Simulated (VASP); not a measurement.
Write the native input for VASP 6.6.1 that does the following.

| Property | Result |
| --- | --- |
| Task | electric field gradients |
| Functional | LDA |
| Potentials or basis | VASP PAW LDA potentials, release 64 (Ba_sv, Ti_sv, O) |
| Cutoff | 520 eV |
| k mesh | 8 × 8 × 8 |
| Occupations | fermi-dirac, width 0.05 eV |
| Spin | no spin polarisation |
| Dipole correction | no |
| Further INCAR settings | ALGO = Normal; EDIFF = 1e-08; NBANDS = 28 |

The structure of BaTiO3 lies in POSCAR:

```
BaTiO3
1.0
    4.0073000000     -0.0601095000     -0.0601095000
   -0.0601095000      4.0073000000     -0.0601095000
   -0.0601095000     -0.0601095000      4.0073000000
Ba Ti O
1 1 3
Direct
    0.5000000000      0.5000000000      0.5000000000
    0.0000000000      0.0000000000      0.0000000000
    0.5000000000      0.0000000000      0.0000000000
    0.0000000000      0.5000000000      0.0000000000
    0.0000000000      0.0000000000      0.5000000000
```

This cell differs from its parent crystal: equal xy, yz and zx shear strains of -3 %.

One way to write it, as run:

INCAR

```
ALGO = Normal ; EDIFF = 1E-8
ENCUT = 520 ; GGA = CA
ISIF = 2 ; ISMEAR = -1
LASPH = True ; LCHARG = False
LEFG = True ; LREAL = False
LWAVE = False ; NBANDS = 28
NELM = 80 ; PREC = Accurate
SIGMA = 0.05
```

KPOINTS

```
k-points
0
Gamma
  8 8 8
```

Potentials or basis: VASP PAW LDA potentials, release 64 (Ba_sv, Ti_sv, O).

Run with:

```console
$ cat potpaw_LDA.64/Ba_sv/POTCAR potpaw_LDA.64/Ti_sv/POTCAR potpaw_LDA.64/O/POTCAR > POTCAR
$ mpirun -np 1 vasp_std > vasp.out
```

It gave:

The pressure is -7.2 GPa and the band gap on the k mesh is 1.48 eV, indirect (least direct gap 1.51 eV).

Caveat: the cell differs from its parent crystal (equal xy, yz and zx shear strains of -3 %); without QUAD_EFG the Cq values of the log hold for a quadrupole moment of 1 mb, not for the nuclei; spin-orbit coupling is left out, which moves the levels of the heavy elements.

It took 2.3 min on 1 thread of Intel(R) Xeon(R) Platinum 8259CL CPU @ 2.50GHz (Skylake/Cascade Lake), with other jobs on the host, peak memory 0.23 GiB.
